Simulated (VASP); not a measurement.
A run of VASP 6.6.1 is set up as follows.

Contents of INCAR:

```
PREC = Accurate
ENCUT = 520
EDIFF = 1E-6
ISMEAR = 0
SIGMA = 0.1
LREAL = F
LASPH = T
NELM = 100
ALGO = Fast
ISIF = 2
LWAVE = F
LCHARG = T
GGA = PS
LELF = T
LVHAR = T
NBANDS = 21
```

The input KPOINTS:

```
regular mesh
0
Gamma
  12 12 12
```

Contents of POSCAR:

```
Sn
1.0
    0.0000000000      3.3025511197      3.3025511197
    3.3025511197      0.0000000000      3.3025511197
    3.3025511197      3.3025511197      0.0000000000
Sn
2
Direct
    0.0000000000      0.0000000000      0.0000000000
    0.2500000000      0.2500000000      0.2500000000
```

Potentials or basis: VASP PAW PBE potentials, release 64 (Sn_d).

Command:

```sh
$ cat potpaw_PBE.64/Sn_d/POTCAR > POTCAR
$ mpirun -np 1 vasp_std > vasp.out
```

Question: Predict the band gap on the k mesh.

Answer: Zero (bands 14 and 15 overlap by 0.25 eV).

Question: Estimate the pressure.

Answer: -1.3 GPa.

Caveat: the PAW data sets were made with another functional, which shifts forces and pressure a little; spin-orbit coupling is left out, which moves the levels of the heavy elements.
